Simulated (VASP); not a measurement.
Al: single point with PBEsol+D4

Crystal: Al.

```
Al
1.0
     0.00000    1.53825    1.53825
     1.53825    0.00000    1.53825
     1.53825    1.53825    0.00000
Al
1
Direct
  0.00000 0.00000 0.00000
```

```json
{
  "Program": "VASP 6.6.1",
  "Task": "single point",
  "Functional": "PBEsol",
  "Dispersion": "D4",
  "Potentials or basis": "VASP PAW PBE potentials, release 64 (Al)",
  "Cutoff": "500 eV",
  "k mesh": "16 × 16 × 16",
  "Occupations": "fermi-dirac, width 0.1 eV",
  "Spin": "no spin polarisation"
}
```

```
Pressure                   : 336.5 GPa
Dispersion energy per atom : -0.418 eV
```

Levels at points of the mesh, in eV from the Fermi level:
```
           k point  band 1  band 2  band 3  band 4  band 5
(0.00, 0.00, 0.00)  -17.54   18.37   18.37   18.37   24.09
(0.50, 0.00, 0.00)   -7.77   -5.53   16.18   16.18   21.97
(0.50, 0.50, 0.00)   -4.24   -2.89    5.23   11.69   11.69
```

It took 3.3 s on 1 thread of Intel(R) Xeon(R) 6975P-C (Granite Rapids), on a shared host, peak memory 0.11 GiB.

Caveat: the PAW data sets were made with another functional, which shifts forces and pressure a little; pairwise dispersion overbinds metals, which lowers pressure and volume.
